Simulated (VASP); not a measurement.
# TaSi5B2 (F-43m) in VASP: a series of runs, part 3 of 3

VASP 6.6.1. The steps go on from the part before.

**4. Relaxation of cell and atoms, PBE**

This run uses another cell than the first one, of 13.29 Å³/atom.

INCAR reads:

```
SYSTEM = TaSi5B2
PREC = Accurate
ENCUT = 500
EDIFF = 1E-7
ISMEAR = 0
SIGMA = 0.2
LREAL = .False.
LASPH = .True.
NELM = 120
ALGO = Normal
ISIF = 3
LWAVE = .False.
LCHARG = .False.
GGA = PE
IBRION = 2
NSW = 36
EDIFFG = -0.08
GGA_COMPAT = .False.
NELMIN = 4
```

KPOINTS reads:

```
Automatic mesh
0
Gamma
  4 4 4
  0 0 0
```

POSCAR reads:

```
TaSi5B2
1.0
    0.0000000000      3.7602355000      3.7602355000
    3.7602355000      0.0000000000      3.7602355000
    3.7602355000      3.7602355000      0.0000000000
Ta Si B
1 5 2
Direct
    0.5000000000      0.5000000000      0.5000000000
    0.8744373100      0.8744373100      0.8744373100
    0.8744373100      0.8744373100      0.3766880700
    0.8744373100      0.3766880700      0.8744373100
    0.3766880700      0.8744373100      0.8744373100
    0.7500000000      0.7500000000      0.7500000000
    0.2500000000      0.2500000000      0.2500000000
    0.0000000000      0.0000000000      0.0000000000
```

Potentials or basis: VASP PAW PBE potentials, release 64 (Ta_pv, Si, B).

Started as:

```
$ cat potpaw_PBE.64/Ta_pv/POTCAR potpaw_PBE.64/Si/POTCAR potpaw_PBE.64/B/POTCAR > POTCAR
$ mpirun -np 1 vasp_std > vasp.out
```

OUTCAR:

```text
SYSTEM = TaSi5B2
   PREC = Accurate
   ENCUT = 500
   EDIFF = 1E-7
   ISMEAR = 0
   LREAL = .False.
   LASPH = .True.
   NELM = 120
   ISIF = 3
   GGA = PE
   IBRION = 2
   NSW = 36
   EDIFFG = -0.08
   NELMIN = 4

 ion  position               nearest neighbor table
   1  0.500  0.500  0.500-   3 3.12   4 3.12   5 3.12   2 3.12   2 3.12   2 3.12   5 3.12   4 3.12
                             5 3.12   4 3.12   3 3.12   3 3.12   6 3.26   6 3.26   6 3.26   6 3.26
   2  0.874  0.874  0.874-   6 1.62   8 1.64   5 2.65   3 2.65   4 2.65   3 2.67   5 2.67   4 2.67
                             1 3.12   1 3.12   1 3.12
   3  0.874  0.874  0.377-   6 1.62   8 1.64   5 2.65   2 2.65   4 2.65   4 2.67   5 2.67   2 2.67
                             1 3.12   1 3.12   1 3.12
   4  0.874  0.377  0.874-   6 1.62   8 1.64   5 2.65   2 2.65   3 2.65   5 2.67   3 2.67   2 2.67
                             1 3.12   1 3.12   1 3.12
   5  0.377  0.874  0.874-   6 1.62   8 1.64   4 2.65   2 2.65   3 2.65   4 2.67   3 2.67   2 2.67
                             1 3.12   1 3.12   1 3.12
   6  0.750  0.750  0.750-   2 1.62   3 1.62   4 1.62   5 1.62   1 3.26   1 3.26   1 3.26   1 3.26

   7  0.250  0.250  0.250-
   8  0.000  0.000  0.000-   3 1.64   4 1.64   5 1.64   2 1.64

  LATTYP: Found a face centered cubic cell.
 ALAT       =     7.5204710000

  Lattice vectors:

 A1 = (   0.0000000000,   3.7602355000,   3.7602355000)
 A2 = (   3.7602355000,   0.0000000000,   3.7602355000)
 A3 = (   3.7602355000,   3.7602355000,   0.0000000000)

Analysis of symmetry for initial positions (statically):
=====================================================================
 Subroutine PRICEL returns:
 Original cell was already a primitive cell.

 Routine SETGRP: Setting up the symmetry group for a
 face centered cubic supercell.

 Subroutine GETGRP returns: Found 24 space group operations
 (whereof 24 operations were pure point group operations)
 out of a pool of 48 trial point group operations.

The static configuration has the point symmetry T_d .

Analysis of symmetry for dynamics (positions and initial velocities):
=====================================================================
 Subroutine PRICEL returns:
 Original cell was already a primitive cell.

 Routine SETGRP: Setting up the symmetry group for a
 face centered cubic supercell.

 Subroutine GETGRP returns: Found 24 space group operations
 (whereof 24 operations were pure point group operations)
 out of a pool of 48 trial point group operations.

The dynamic configuration has the point symmetry T_d .

 Subroutine INISYM returns: Found 24 space group operations
 (whereof 24 operations are pure point group operations),
 and found     1 'primitive' translations

----------------------------------------------------------------------------------------

                                     Primitive cell

  volume of cell :     106.3347

  direct lattice vectors                    reciprocal lattice vectors
     0.000000000  3.760235500  3.760235500    -0.132970395  0.132970395  0.132970395
     3.760235500  0.000000000  3.760235500     0.132970395 -0.132970395  0.132970395
     3.760235500  3.760235500  0.000000000     0.132970395  0.132970395 -0.132970395

  length of vectors
     5.317776042  5.317776042  5.317776042     0.230311480  0.230311480  0.230311480

[... 60 lines left out ...]
   dimension x,y,z NGX =    40 NGY =   40 NGZ =   40
   dimension x,y,z NGXF=    80 NGYF=   80 NGZF=   80
   ions per type =               1   5   2
   NGX,Y,Z   is equivalent  to a cutoff of  12.50, 12.50, 12.50 a.u.
   NGXF,Y,Z  is equivalent  to a cutoff of  25.01, 25.01, 25.01 a.u.
 SYSTEM =  TaSi5B2
   PREC   = accura    normal or accurate (medium, high low for compatibility)
   ISTART =      0    job   : 0-new  1-cont  2-samecut
   ICHARG =      2    charge: 1-file 2-atom 10-const
   ISPIN  =      1    spin polarized calculation?
   LNONCOLLINEAR =      F non collinear calculations
   LSORBIT =      F    spin-orbit coupling
   LASPH  =      T    aspherical Exc in radial PAW
   ENCUT  =  500.0 eV  36.75 Ry    6.06 a.u.   9.70  9.70  9.70*2*pi/ulx,y,z
   NELM   =    120;   NELMIN=  4; NELMDL= -5     # of ELM steps
   EDIFF  = 0.1E-06   stopping-criterion for ELM
   LREAL  =      F    real-space projection
   EDIFFG = -.8E-01   stopping-criterion for IOM
   NSW    =     36    number of steps for IOM
   IBRION =      2    ionic relax: 0-MD 1-quasi-New 2-CG
   NFREE  =      1    steps in history (QN), initial steepest desc. (CG)
   ISIF   =      3    stress and relaxation
   ISYM   =      2    0-nonsym 1-usesym 2-fastsym
   POTIM  = 0.5000    time-step for ionic-motion
   TEBEG  =    0.0;   TEEND  =   0.0 temperature during run
   PSTRESS=    0.0 pullay stress
   NELECT =      37.0000    total number of electrons
   NUPDOWN=      -1.0000    fix difference up-down
   EMIN   =  10.00;   EMAX   =-10.00  energy-range for DOS
   EFERMI =   0.00;   METHOD = LEGACY
   ISMEAR =     0;   SIGMA  =   0.20  broadening in eV -4-tet -1-fermi 0-gaus
   EFERMI_NEDOS =   21; number of points for ismear=-14 and -15
   IALGO  =     38    algorithm
   IMIX   =      4    mixing-type and parameters
     AMIX     =   0.40;   BMIX     =  1.00
     AMIX_MAG =   1.60;   BMIX_MAG =  1.00
  volume/ion in A,a.u.               =      13.29        89.70
  Fermi-wavevector in a.u.,A,eV,Ry     =   1.151464  2.175951 18.039547  1.325869
  Thomas-Fermi vector in A             =   2.288121
   LORBIT       =      0    0 simple, 1 ext, 2 COOP (PROOUT), +10 PAW based schemes
   GGA     = PE    functional components
   LHFCALC =     F    Hartree Fock is set to
   AEXX    =    0.0000 exact exchange contribution
   IVDW    =     0    specifies the selected vdW correction
   LEPSILON=     F    determine dielectric tensor
   LRPA    =     F    only Hartree local field effects (RPA)
 conjugate gradient relaxation of ions
 non-spin polarized calculation
 Gauss-broadening in eV      SIGMA  =   0.20
  energy-cutoff  :      500.00
  volume of cell :      106.33
 maximum number of plane-waves:      2733
 NGX is ok and might be reduce to    40
   NGX = 19   NGY = 19   NGZ = 19

--------------------------------------- Ionic step        1  -------------------------------------------

 number of electron      36.9999996 magnetization

 Free energy of the ion-electron system (eV)
  ---------------------------------------------------
  ext. energy  EPLUGINS =         0.00000000
  ---------------------------------------------------
  free energy    TOTEN  =       -11.92359777 eV

  energy without entropy =      -11.80402974  energy(sigma->0) =      -11.86381375

------------------------ aborting loop because EDIFF is reached ----------------------------------------

  FORCE on cell =-STRESS in cart. coord.  units (eV):
  Direction    XX          YY          ZZ          XY          YZ          ZX
  --------------------------------------------------------------------------------------
  -------------------------------------------------------------------------------------
  Total       71.8923453     71.8923453     71.8923453      0.0000000     -0.0000000     -0.0000000
  in kB     1083.2235738   1083.2235738   1083.2235738      0.0000000     -0.0000000     -0.0000000
  external PRESSURE =    1083.2235738 kB  Pullay stress =       0.0000000 kB
[... 245 lines left out ...]
     22       0.3027      0.00945
     23       0.3050      0.00903

------------------------ aborting loop EDIFF was not reached (unconverged)  ----------------------------

  FORCE on cell =-STRESS in cart. coord.  units (eV):
  Direction    XX          YY          ZZ          XY          YZ          ZX
  --------------------------------------------------------------------------------------
  -------------------------------------------------------------------------------------
  Total      192.5395051    192.5395051    192.5395051      0.0000000      0.0000000     -0.0000000
  in kB      984.7606317    984.7606317    984.7606317      0.0000000      0.0000000     -0.0000000
  external PRESSURE =     984.7606317 kB  Pullay stress =       0.0000000 kB
[... 498 lines left out ...]
     22       9.2929      0.00000
     23       9.6780      0.00000

[... ionic steps 4 to 9 ...]

--------------------------------------- Ionic step       10  -------------------------------------------

 number of electron      37.0000000 magnetization

------------------------ aborting loop because EDIFF is reached ----------------------------------------
[... 79 lines left out ...]
--------------------------------------- Ionic step       12  -------------------------------------------

 number of electron      36.9999995 magnetization

 Free energy of the ion-electron system (eV)
  ---------------------------------------------------
  ext. energy  EPLUGINS =         0.00000000
  ---------------------------------------------------
  free energy    TOTEN  =       -33.90945819 eV

  energy without entropy =      -33.70778261  energy(sigma->0) =      -33.80862040

 E-fermi :   2.9939     XC(G=0):  -8.7423

 val. band max:        2.9578289181   @ k =   0.5000   0.5000   0.0000
 cond. band min:       3.0056096584   @ k =   0.5000   0.0000   0.0000
 fundamental gap:      0.0477807403
 Fermi energy:         2.9938949773
[... 241 lines left out ...]
  FREE ENERGIE OF THE ION-ELECTRON SYSTEM (eV)
  ---------------------------------------------------
  free  energy   TOTEN  =       -33.9094581852 eV

  energy  without entropy=      -33.7077826084  energy(sigma->0) =      -33.80862040

 reached required accuracy - stopping structural energy minimisation
```

Wall time 16 min (1 thread of Intel Xeon 8259CL, shared host); peak memory 0.26 GiB.

Results:

| Item | Value |
| --- | --- |
| Free energy | -33.9095 eV |
| Relaxed volume | 24.22 Å³/atom |
| Relaxed cell | a = 6.495 Å, b = 6.495 Å, c = 6.495 Å, α = 60.00°, β = 60.00°, γ = 60.00° |
| Space group after relaxing (to 0.1 Å) | F-43m (No. 216) |
| Pressure after relaxing | -0.1 GPa |
| Largest force after relaxing | 0.077 eV/Å |
| Band gap on the k mesh | zero (an odd number of electrons rules out a gap without spin polarisation) |

Forces in eV/Å, atoms in the order of the input:
```
Ta   0.000  0.000  0.000
Si  -0.044 -0.044 -0.044
Si   0.044  0.044 -0.044
Si   0.044 -0.044  0.044
Si  -0.044  0.044  0.044
Si   0.000  0.000  0.000
B    0.000  0.000  0.000
B    0.000  0.000  0.000
```

Final structure:
```
Ta Si B
1.0
     0.00000    4.59252    4.59252
     4.59252    0.00000    4.59252
     4.59252    4.59252    0.00000
Ta Si B
1 5 2
Direct
  0.50000 0.50000 0.50000
  0.88462 0.88462 0.88462
  0.88462 0.88462 0.34613
  0.88462 0.34613 0.88462
  0.34613 0.88462 0.88462
  0.75000 0.75000 0.75000
  0.25000 0.25000 0.25000
  0.00000 0.00000 0.00000
```

Caveat: the k points lie up to 0.30 Å⁻¹ apart in the final cell, too coarse for converged energies and pressures of a metal; the volume moved by over 15 % at a fixed basis, so the end points are rough; spin-orbit coupling is left out, which moves the levels of the heavy elements; the relaxation stopped at a loose force limit of 0.08 eV/Å, so its end isn't a converged minimum.

**5. Relaxation of cell and atoms, PBE**

This run uses another cell than the first one, of 15.63 Å³/atom.

INCAR reads:

```
SYSTEM = TaSi5B2
PREC     = Accurate       ! precision mode
ENCUT    = 500            ! plane-wave cutoff, eV
EDIFF    = 1E-7           ! SCF threshold, eV
ISMEAR   = 0              ! smearing method
SIGMA    = 0.2            ! smearing width, eV
LREAL    = .FALSE.        ! projectors in reciprocal space
LASPH    = .TRUE.         ! aspherical terms in the spheres
NELM     = 120            ! most SCF steps
ALGO     = Normal         ! electronic algorithm
ISIF     = 3              ! what is computed and relaxed
LWAVE    = .FALSE.        ! write WAVECAR
LCHARG   = .FALSE.        ! write CHGCAR
GGA      = PE             ! functional
IBRION   = 2              ! ionic algorithm
NSW      = 36             ! ionic steps
EDIFFG   = -0.08          ! ionic threshold
GGA_COMPAT= .FALSE.      
NELMIN   = 4
```

KPOINTS reads:

```
regular mesh
0
G
  4 4 4
  0 0 0
```

POSCAR reads:

```
TaSi5B2
1.0
    0.0000000000      3.9687126700      3.9687126700
    3.9687126700      0.0000000000      3.9687126700
    3.9687126700      3.9687126700      0.0000000000
Ta Si B
1 5 2
Direct
    0.0000000000      0.0000000000      0.0000000000
    0.8589026400      0.8589026400      0.8589026400
    0.8589026400      0.8589026400      0.4232920900
    0.8589026400      0.4232920900      0.8589026400
    0.4232920900      0.8589026400      0.8589026400
    0.2500000000      0.2500000000      0.2500000000
    0.7500000000      0.7500000000      0.7500000000
    0.5000000000      0.5000000000      0.5000000000
```

Started as:

```
$ cat potpaw_PBE.64/Ta_pv/POTCAR potpaw_PBE.64/Si/POTCAR potpaw_PBE.64/B/POTCAR > POTCAR
$ mpirun -np 1 vasp_std > vasp.out
```

Run time: 6.9 min. Hardware: 1 thread of Intel Xeon 8259CL, shared host; peak memory 0.28 GiB.

It converged, with:

| Property | Result |
| --- | --- |
| Free energy | -37.4879 eV |
| Relaxed volume | 28.99 Å³/atom |
| Relaxed cell | a = 6.896 Å, b = 6.896 Å, c = 6.896 Å, α = 60.00°, β = 60.00°, γ = 60.00° |
| Space group after relaxing (to 0.1 Å) | F-43m (No. 216) |
| Energy gained by relaxing | 2254.9 meV/atom |
| Ionic steps | 8 |
| Pressure after relaxing | -0.1 GPa |
| Largest force after relaxing | 0.057 eV/Å |
| Band gap on the k mesh | zero (an odd number of electrons rules out a gap without spin polarisation) |

Forces on the atoms (eV/Å):
```
Ta   0.000  0.000  0.000
Si   0.033  0.033  0.033
Si  -0.033 -0.033  0.033
Si  -0.033  0.033 -0.033
Si   0.033 -0.033 -0.033
Si   0.000  0.000  0.000
B    0.000  0.000  0.000
B    0.000  0.000  0.000
```

Step by step:
| step | energy change (eV) | largest force (eV/Å) | pressure (GPa) | volume (Å³) |
| --- | --- | --- | --- | --- |
| 1 | 0.0000 | 2.9139 | 85.55 | 125.02 |
| 2 | -13.7357 | 0.8236 | -7.79 | 344.95 |
| 3 | -17.6729 | 2.4748 | 1.64 | 228.60 |
| 4 | -17.6728 | 2.3856 | 0.32 | 235.17 |
| 5 | -17.6790 | 2.4227 | 0.83 | 232.50 |
| 6 | -17.9221 | 1.0348 | -1.77 | 240.55 |
| 7 | -18.0163 | 0.1230 | -1.11 | 237.70 |
| 8 | -18.0388 | 0.0569 | -0.06 | 231.91 |

Final structure:
```xyz
8
Lattice="0.0000 4.8764 4.8764 4.8764 0.0000 4.8764 4.8764 4.8764 0.0000" Properties=species:S:1:pos:R:3 pbc="T T T"
Ta    0.0000    0.0000    0.0000
Si    8.4021    8.4021    8.4021
Si    6.2270    6.2270    8.4021
Si    6.2270    8.4021    6.2270
Si    8.4021    6.2270    6.2270
Si    2.4382    2.4382    2.4382
B     7.3146    7.3146    7.3146
B     4.8764    4.8764    4.8764
```

Levels at points of the mesh, in eV from the Fermi level:
```csv
k point,band 16,band 17,band 18,band 19,band 20,band 21
"(0.00, 0.00, 0.00)",-1.27,-1.27,-1.27,-0.21,-0.21,-0.21
"(0.50, 0.00, 0.00)",-0.93,-0.93,-0.55,0.09,0.42,0.42
"(0.50, 0.50, 0.00)",-1.28,-1.28,-1.07,-0.14,0.50,0.50
```

Caveat: the volume moved by over 15 % at a fixed basis, so the end points are rough; spin-orbit coupling is left out, which moves the levels of the heavy elements; the relaxation stopped at a loose force limit of 0.08 eV/Å, so its end isn't a converged minimum.

**6. The runs side by side**

```tsv
task	cell	gap on the mesh (eV)	pressure (GPa)	relaxed volume (Å³/atom)	largest force (eV/Å)
single point	a = 6.494 Å, angles 60.0°, 8 atoms, atomic positions A	none	0.0	-	0.01
single point	a = 6.893 Å, angles 60.0°, 8 atoms, atomic positions B	none	0.1	-	0.06
relaxation of cell and atoms	relaxed from a = 5.318 Å, angles 60.0°, 8 atoms, atomic positions C	none	-0.1	24.22	0.08
relaxation of cell and atoms	relaxed from a = 5.613 Å, angles 60.0°, 8 atoms, atomic positions D	none	-0.1	28.99	0.06
```

Alike in all rows: level PBE; potentials or basis VASP PAW PBE potentials, release 64 (Ta_pv, Si, B); no spin polarisation; k mesh 4 × 4 × 4; cutoff (eV) 500; smearing gaussian 0.2 eV.

Caveats: some runs use coarse meshes; spin-orbit coupling is left out, which moves the levels of the heavy elements; the volume moved by over 15 % at a fixed basis, so the end points are rough (at least some runs); the relaxation stopped at a loose force limit of 0.08 eV/Å, so its end isn't a converged minimum (at least some runs).

Absolute energies hang on the potentials; compare differences alone.
